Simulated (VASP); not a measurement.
Wanted: the native input for a VASP 6.6.1 run.

```yaml
Task: single point
Functional: PBE
Potentials_or_basis: VASP PAW PBE potentials, release 64 (Pd)
Cutoff: 520 eV
k_mesh: 18 × 18 × 18
Occupations: gaussian, width 0.05 eV
Spin: no spin polarisation
Dipole_correction: no
Further_INCAR_settings: ALGO = Normal; EDIFF = 1e-07; NBANDS = 11
```

The structure of Pd lies in POSCAR:

```
Pd
1.0
    0.0000000000      1.9708387503      1.9708387503
    1.9708387503      0.0000000000      1.9708387503
    1.9708387503      1.9708387503      0.0000000000
Pd
1
Direct
    0.0000000000      0.0000000000      0.0000000000
```

One way to write it, as run:

INCAR

```
SYSTEM = Pd
PREC = Accurate
ENCUT = 520
EDIFF = 1E-7
ISMEAR = 0
SIGMA = 0.05
LREAL = .FALSE.
LASPH = .TRUE.
NELM = 100
ALGO = Normal
ISIF = 2
LWAVE = .FALSE.
LCHARG = .TRUE.
GGA = PE
LELF = .TRUE.
LVHAR = .TRUE.
NBANDS = 11
```

KPOINTS

```
Automatic mesh
0
G
  18 18 18
  0 0 0
```

Potentials or basis: VASP PAW PBE potentials, release 64 (Pd).

Run with:

```bash
$ cat potpaw_PBE.64/Pd/POTCAR > POTCAR
$ mpirun -np 1 vasp_std > vasp.out
```

Results of the run:

| Property | Result |
| --- | --- |
| Pressure | -0.3 GPa |
| Band gap on the k mesh | zero (band 5 reaches 9.43 eV, above the bottom of band 6 at 7.95 eV) |

Run time: 82 s on 1 thread of AMD EPYC 7R13 (shared host), peak memory 0.13 GiB.
